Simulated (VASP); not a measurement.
CuO:

```xyz
2
Lattice="2.8363 0.0000 0.0000 -1.4182 2.4563 0.0000 0.0000 0.0000 2.7681" Properties=species:S:1:pos:R:3 pbc="T T T"
Cu    0.0000    0.0000    0.0000
O     1.4182    0.8188    1.3841
```

```yaml
Program: VASP 6.6.1
Task: relaxation of cell and atoms
Functional: PBEsol
Potentials_or_basis: VASP PAW PBE potentials, release 64 (Cu, O)
Cutoff: 600 eV
k_mesh: 11 × 11 × 10
Occupations: fermi-dirac, width 0.05 eV
Spin: no spin polarisation
Hubbard_terms: Cu d U = 5.3 eV
```

At the start: pressure -12.4 GPa; volume 9.64 Å³/atom.

Question: How do energy, volume and symmetry change on relaxing?

Answer: Over 10 steps the energy falls by 42.3 meV/atom and the volume is 8.98 Å³/atom (-6.9 %); space group P-6m2 (No. 187, to 0.1 Å) before and after.

Step by step:
```
step  energy change (eV)  largest force (eV/Å)  pressure (GPa)  volume (Å³)
   1              0.0000                0.0000          -12.42        19.29
   2             -0.0679                0.0000            7.85        17.26
   3             -0.0802                0.0000            1.22        17.78
   4             -0.0802                0.0000            0.76        17.81
   5             -0.0837                0.0000            0.21        17.91
   6             -0.0845                0.0000           -0.30        17.98
   7             -0.0845                0.0000           -0.30        17.99
   8             -0.0845                0.0000           -0.34        17.99
   9             -0.0845                0.0000            0.26        17.94
  10             -0.0845                0.0000            0.10        17.96
```

Final structure:
```
Cu O
1.0
     2.81810    0.00000    0.00000
    -1.40905    2.44055    0.00000
     0.00000    0.00000    2.61188
Cu O
1 1
Direct
  0.00000 0.00000 0.00000
  0.66667 0.33333 0.50000
```

Caveat: the PAW data sets were made with another functional, which shifts forces and pressure a little; an odd number of electrons without spin polarisation forces a metal; a magnetic or distorted state may lie lower; U without spin polarisation on a metal has little footing.
